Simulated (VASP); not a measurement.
Write the native input for VASP 6.6.1 that does the following.

- Task: electric field gradients
- Functional: LDA
- Potentials or basis: VASP PAW LDA potentials, release 64 (B, As)
- Cutoff: 520 eV
- k mesh: 15 × 15 × 15
- Occupations: fermi-dirac, width 0.03 eV
- Spin: no spin polarisation
- Dipole correction: no
- Further INCAR settings: ALGO = Normal; EDIFF = 1e-08; NBANDS = 11

The structure of BAs lies in POSCAR:

```
BAs
1.0
    0.0000000000      2.3964352742      2.3964352742
    2.3964352742      0.0000000000      2.3964352742
    2.3964352742      2.3964352742      0.0000000000
B As
1 1
Direct
    0.0000000000      0.0000000000      0.0000000000
    0.7500000000      0.7500000000      0.7500000000
```

This cell differs from its parent crystal: volume scaled by 1.01.

These files were run (other wordings do the same):

INCAR

```
PREC     = Accurate       # precision mode
ENCUT    = 520            # plane-wave cutoff, eV
EDIFF    = 1E-8           # SCF threshold, eV
ISMEAR   = -1             # smearing method
SIGMA    = 0.03           # smearing width, eV
LREAL    = False          # projectors in reciprocal space
LASPH    = True           # aspherical terms in the spheres
NELM     = 100            # most SCF steps
ALGO     = Normal         # electronic algorithm
ISIF     = 2              # what is computed and relaxed
LWAVE    = False          # write WAVECAR
LCHARG   = False          # write CHGCAR
LEFG     = True         
NBANDS   = 11             # bands
```

KPOINTS

```
Automatic mesh
0
Gamma
  15 15 15
```

Potentials or basis: VASP PAW LDA potentials, release 64 (B, As).

Launch:

```sh
$ cat potpaw_LDA.64/B/POTCAR potpaw_LDA.64/As/POTCAR > POTCAR
$ mpirun -np 1 vasp_std > vasp.out
```

It gave:

* Pressure: -4.4 GPa
* Band gap on the k mesh: 1.13 eV, indirect (least direct gap 3.24 eV)

Caveat: without QUAD_EFG the Cq values of the log hold for a quadrupole moment of 1 mb, not for the nuclei.

It took 22 s on 1 thread of Intel(R) Xeon(R) 6975P-C (Granite Rapids), on a shared host, peak memory 0.16 GiB.
